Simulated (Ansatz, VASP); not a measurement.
**One calculation of Te, two programs**

```
Te
1.0
     5.54492    0.00000    0.00000
    -2.77246    4.80204    0.00000
     0.00000    0.00000    3.27397
Te
3
Cartesian
  5.5449 0.0000 0.0000
  0.0000 3.2014 1.6370
  2.7725 1.6007 1.6370
```

Alike in both runs: functional PBE; k mesh 7 × 7 × 9; occupations fermi-dirac, width 0.1 eV; no spin polarisation.

Ansatz relaxed the structure, and its values are those at the end. VASP's run is a single point on that final structure, the one shown.

```csv
,VASP,Ansatz
version,VASP 6.6.1,Ansatz 0.2.0
potentials or method,"VASP PAW PBE potentials, release 64 (Te), cutoff 520 eV","plane waves (420 eV) with PAW, scalar-relativistic"
valence electrons in the cell,18,48
```

|  | VASP | Ansatz | Ansatz less VASP |
| --- | --- | --- | --- |
| pressure (GPa) | -0.1 | 0.0 | +0.08 |

VASP's potentials hold 18 valence electrons a cell and Ansatz's 48, so a difference there can come from the potentials and not from the codes.

Neither program's run includes spin-orbit coupling.
